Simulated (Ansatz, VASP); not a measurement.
# SnSe2 in VASP and in Ansatz

INCAR

```
SYSTEM = SnSe2
  ALGO = Normal
  EDIFF = 1E-7
  ENCUT = 520
  GGA = PE
  ISIF = 2
  ISMEAR = -1
  LASPH = .True.
  LCHARG = .True.
  LELF = .True.
  LREAL = .False.
  LVHAR = .True.
  LWAVE = .False.
  NBANDS = 20
  NELM = 100
  PREC = Accurate
  SIGMA = 0.05
```

File KPOINTS:

```
k-points
0
Gamma
  7 7 4
  0 0 0
```

Contents of POSCAR:

```
SnSe2
1.0
    3.8110000000      0.0000000000      0.0000000000
   -1.9055000000      3.3004228138      0.0000000000
    0.0000000000      0.0000000000      6.0132800000
Sn Se
1 2
Direct
    0.0000000000      0.0000000000      0.0000000000
    0.6666666667      0.3333333333      0.7510000000
    0.3333333333      0.6666666667      0.2490000000
```

The input input.yaml:

```yaml
crystal:
  lattice:
    - [3.811, 0.0, 0.0]
    - [-1.9055, 3.3004228138, 0.0]
    - [0.0, 0.0, 6.01328]
  atoms:
    - { symbol: Sn, position: [0.0, 0.0, 0.0] }
    - { symbol: Se, position: [0.6666666667, 0.3333333333, 0.751] }
    - { symbol: Se, position: [0.3333333333, 0.6666666667, 0.249] }
hamiltonian:
  xc: pbe
  pseudopotentials: { kind: paw }
kpoints:
  mp_grid: { grid: [7, 7, 4] }
  band_path:
    path:
      - [[0.0, 0.0, 0.0], [0.5, 0.0, 0.0], [0.3333333333, 0.3333333333, 0.0], [0.0, 0.0, 0.0], [0.0, 0.0, 0.5], [0.5, 0.0, 0.5], [0.3333333333, 0.3333333333, 0.5], [0.0, 0.0, 0.5]]
      - [[0.5, 0.0, 0.5], [0.5, 0.0, 0.0]]
      - [[0.3333333333, 0.3333333333, 0.0], [0.3333333333, 0.3333333333, 0.5]]
    npoints: 14
scf:
  occupations: { method: fermi_dirac, width: 0.05 }
  n_extra_bands: 7
output:
  forces: true
  stress: true
  eigenvalues: true
  fatbands: false
```

Alike in both runs: functional PBE; k mesh 7 × 7 × 4; occupations fermi-dirac, width 0.05 eV; no spin polarisation.

```csv
,VASP,Ansatz
version,VASP 6.6.1,Ansatz 0.2.0
potentials or method,"VASP PAW PBE potentials, release 64 (Sn_d, Se)",Ansatz PAW
plane-wave cutoff (eV),520,420
valence electrons in the cell,26,46
task,single point,band structure
```

Ansatz gave:

```
gap on the k mesh at the Fermi level (eV)                     : 0.69
least direct gap on the mesh (eV)                             : 0.96
pressure (GPa)                                                : 7.2
traceless stress, the component that is largest in VASP (GPa) : 1.64
rms of the force components (eV/Å)                            : 0.515
```

Task: What did VASP give for the same quantities?

Result: gap on the k mesh at the Fermi level (eV): 0.68; least direct gap on the mesh (eV): 0.95; pressure (GPa): 7.3; traceless stress, the component that is largest in VASP (GPa): 1.64; rms of the force components (eV/Å): 0.523.

Atom by atom the forces differ by 0.008 eV/Å (rms over components). VASP's potentials hold 26 valence electrons a cell and Ansatz's 46, so a difference there can come from the potentials and not from the codes.
